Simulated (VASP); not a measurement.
Wanted: the native input for a VASP 6.6.1 run.

```yaml
Task: relaxation of cell and atoms
Functional: PBE
Potentials_or_basis: VASP PAW PBE potentials, release 64 (Hf_pv, Br)
Cutoff: 600 eV
k_mesh: 6 × 6 × 6
Occupations: gaussian, width 0.1 eV
Spin: no spin polarisation
Dipole_correction: no
Further_INCAR_settings: ALGO = Normal; EDIFF = 1e-06; IBRION = 2; EDIFFG = -0.04; NSW = 90; ISIF = 3
```

The structure of HfBr lies in POSCAR:

```
HfBr
1.0
    3.4217072706      0.0000000000      0.0000000000
    0.0000000000      3.4217072706      0.0000000000
    0.0000000000      0.0000000000      3.4217072706
Hf Br
1 1
Direct
    0.0000000000      0.0000000000      0.0000000000
    0.5000000000      0.5000000000      0.5000000000
```

These files were run (other wordings do the same):

INCAR

```
ALGO = Normal
EDIFF = 1E-6
EDIFFG = -0.04
ENCUT = 600
GGA = PE
IBRION = 2
ISIF = 3
ISMEAR = 0
LASPH = True
LCHARG = False
LREAL = False
LWAVE = False
NELM = 60
NSW = 90
PREC = Accurate
SIGMA = 0.1
```

KPOINTS

```
k-points
0
Gamma
  6 6 6
```

Potentials or basis: VASP PAW PBE potentials, release 64 (Hf_pv, Br).

The run is started by

```sh
$ cat potpaw_PBE.64/Hf_pv/POTCAR potpaw_PBE.64/Br/POTCAR > POTCAR
$ mpirun -np 1 vasp_std > vasp.out
```

Results of the run:

| Property | Result |
| --- | --- |
| Relaxed volume | 20.57 Å³/atom |
| Relaxed cell | a = 3.452 Å, b = 3.452 Å, c = 3.452 Å, α = 90.00°, β = 90.00°, γ = 90.00° |
| Space group after relaxing (to 0.05 Å) | Pm-3m (No. 221) |
| Energy gained by relaxing | 3.3 meV/atom |
| Ionic steps | 3 |
| Pressure after relaxing | 0.0 GPa |

Caveat: an odd number of electrons without spin polarisation forces a metal; a magnetic or distorted state may lie lower.

It took 13 s on 1 thread of Intel(R) Xeon(R) 6975P-C (Granite Rapids), with other jobs on the host, peak memory 0.16 GiB.
